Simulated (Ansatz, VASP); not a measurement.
**One calculation of TaN, two programs**

```
Ta N
1.0
     5.23685    0.00000    0.00000
    -2.61842    4.53524    0.00000
     0.00000    0.00000    2.90800
Ta N
3 3
Direct
  0.00000 0.00000 0.00000
  0.33333 0.66667 0.50000
  0.66667 0.33333 0.50000
  0.50000 0.00000 0.00000
  0.50000 0.50000 0.00000
  0.00000 0.50000 0.00000
```

Change from the starting cell: equal xx and yy strain of +1 %, PAW files.

Alike in both runs: task electric field gradients; functional PBE; k mesh 5 × 5 × 8; occupations fermi-dirac, width 0.03 eV; no spin polarisation.

```csv
,VASP,Ansatz
version,VASP 6.6.1,Ansatz 0.2.0
potentials or method,"VASP PAW PBE potentials, release 64 (Ta_sv_GW, N)","PAW with Ansatz's default frozen-core files, scalar-relativistic"
plane-wave cutoff (eV),520,420
valence electrons in the cell,54,54
```

```csv
,VASP,Ansatz,Ansatz less VASP
pressure (GPa),4.3,4.6,+0.26
"traceless stress, the component that is largest in VASP (GPa)",1.99,1.87,-0.124
size of Vzz on the site where it differs most (V/Å²),419.2,470.9,+51.70
```

With one functional, cell and mesh, what is left measures potentials, basis and numerics.

Neither program's run includes spin-orbit coupling.
